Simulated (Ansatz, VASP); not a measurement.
**One calculation of F, two programs**

File INCAR:

```
SYSTEM = F
ALGO     = Normal         ! electronic algorithm
EDIFF    = 1E-7           ! SCF threshold, eV
ENCUT    = 520            ! plane-wave cutoff, eV
GGA      = PE             ! functional
ISIF     = 2              ! what is computed and relaxed
ISMEAR   = -1             ! smearing method
LASPH    = .True.         ! aspherical terms in the spheres
LCHARG   = .False.        ! write CHGCAR
LREAL    = .False.        ! projectors in reciprocal space
LWAVE    = .False.        ! write WAVECAR
NBANDS   = 14             ! bands
NELM     = 100            ! most SCF steps
PREC     = Accurate       ! precision mode
SIGMA    = 0.05           ! smearing width, eV
```

Contents of KPOINTS:

```
k-points
0
Gamma
  17 17 17
  0 0 0
```

Contents of POSCAR:

```
F
1.0
   -1.9637058772      1.9637058772      1.4635923466
    1.9637058772     -1.9637058772      1.4635923466
    1.9637058772      1.9637058772     -1.4635923466
F
2
Direct
   -0.3750000000     -0.1250000000     -0.2500000000
    0.3750000000      0.1250000000      0.2500000000
```

Input for Ansatz:

```yaml
crystal:
  lattice:
    - [-1.9637058772, 1.9637058772, 1.4635923466]
    - [1.9637058772, -1.9637058772, 1.4635923466]
    - [1.9637058772, 1.9637058772, -1.4635923466]
  atoms:
    - { symbol: F, position: [-0.375, -0.125, -0.25] }
    - { symbol: F, position: [0.375, 0.125, 0.25] }
kpoints:
  mp_grid: { grid: [17, 17, 17] }
scf:
  occupations: { method: fermi_dirac, width: 0.05 }
hamiltonian:
  xc: pbe
  pseudopotentials: { kind: nc }
output:
  forces: true
  stress: true
  eigenvalues: true
```

Change from the starting cell: volume scaled by 1, norm-conserving files.

Alike in both runs: task single point; functional PBE; k mesh 17 × 17 × 17; occupations fermi-dirac, width 0.05 eV; no spin polarisation.

|  | VASP | Ansatz |
| --- | --- | --- |
| version | VASP 6.6.1 | Ansatz 0.2.0 |
| potentials or method | VASP PAW PBE potentials, release 64 (F) | norm-conserving pseudopotentials, scalar-relativistic |
| plane-wave cutoff (eV) | 520 | 1320 |
| valence electrons in the cell | 14 | 14 |

|  | VASP | Ansatz | Ansatz less VASP |
| --- | --- | --- | --- |
| pressure (GPa) | -0.7 | -0.1 | +0.62 |
| traceless stress, the component that is largest in VASP (GPa) | 0.04 | 0.19 | +0.152 |

The functional is the same, so the differences come from potentials, cutoffs and numerics.
